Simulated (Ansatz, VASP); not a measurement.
Rh in VASP and in Ansatz

File INCAR:

```
SYSTEM = Rh
ALGO     = Normal         ! electronic algorithm
EDIFF    = 1E-7           ! SCF threshold, eV
ENCUT    = 520            ! plane-wave cutoff, eV
GGA      = RE             ! functional
ISIF     = 2              ! what is computed and relaxed
ISMEAR   = -1             ! smearing method
LASPH    = .True.         ! aspherical terms in the spheres
LCHARG   = .True.         ! write CHGCAR
LELF     = .True.         ! ELF
LREAL    = .False.        ! projectors in reciprocal space
LVHAR    = .True.       
LWAVE    = .False.        ! write WAVECAR
NBANDS   = 30             ! bands
NELM     = 100            ! most SCF steps
PREC     = Accurate       ! precision mode
SIGMA    = 0.1            ! smearing width, eV
```

KPOINTS

```
k-points
0
Gamma
  10 10 13
  0 0 0
```

POSCAR

```
Rh
1.0
    4.5259798919      0.0000000000      0.0000000000
   -2.2629899460      3.9196135634      0.0000000000
    0.0000000000      0.0000000000      2.7783925781
Rh
3
Direct
    1.0000000000      0.0000000000      0.0000000000
    0.3333333333      0.6666666667      0.5000000000
    0.6666666667      0.3333333333      0.5000000000
```

Input for Ansatz:

```yaml
crystal:
  lattice:
    - [4.5259798919, 0.0, 0.0]
    - [-2.262989946, 3.9196135634, 0.0]
    - [0.0, 0.0, 2.7783925781]
  atoms:
    - { symbol: Rh, position: [1.0, 0.0, 0.0] }
    - { symbol: Rh, position: [0.3333333333, 0.6666666667, 0.5] }
    - { symbol: Rh, position: [0.6666666667, 0.3333333333, 0.5] }
hamiltonian:
  xc: revpbe
  pseudopotentials:
    kind: paw
    azcp:
      Rh: "pseudopotentials/Rh.paw.azcp"
basis:
  ecutwfc: 420
  fft_grid_basis: typed
kpoints:
  mp_grid: { grid: [10, 10, 13], shift: [0, 0, 0] }
magnetization:
  spin_polarized: false
scf:
  occupations: { method: fermi_dirac, width: 0.1 }
  lower_state_search: "off"
output:
  stress: true
```

Alike in both runs: task single point; functional revPBE; k mesh 10 × 10 × 13; occupations fermi-dirac, width 0.1 eV; no spin polarisation.

```csv
,VASP,Ansatz
version,VASP 6.6.1,Ansatz 0.2.0
potentials or method,"VASP PAW PBE potentials, release 64 (Rh_pv), cutoff 520 eV","plane waves (420 eV) with PAW, scalar-relativistic"
valence electrons in the cell,45,51
```

Ansatz gave:

```
pressure (GPa)                                                : -18.8
traceless stress, the component that is largest in VASP (GPa) : 0.64
```

Question: Which values does VASP return?

Answer: Pressure (GPa): -18.8; traceless stress, the component that is largest in VASP (GPa): 0.62.

VASP's potentials were made for PBE, not for revPBE. VASP's potentials hold 45 valence electrons a cell and Ansatz's 51, so a difference there can come from the potentials and not from the codes.
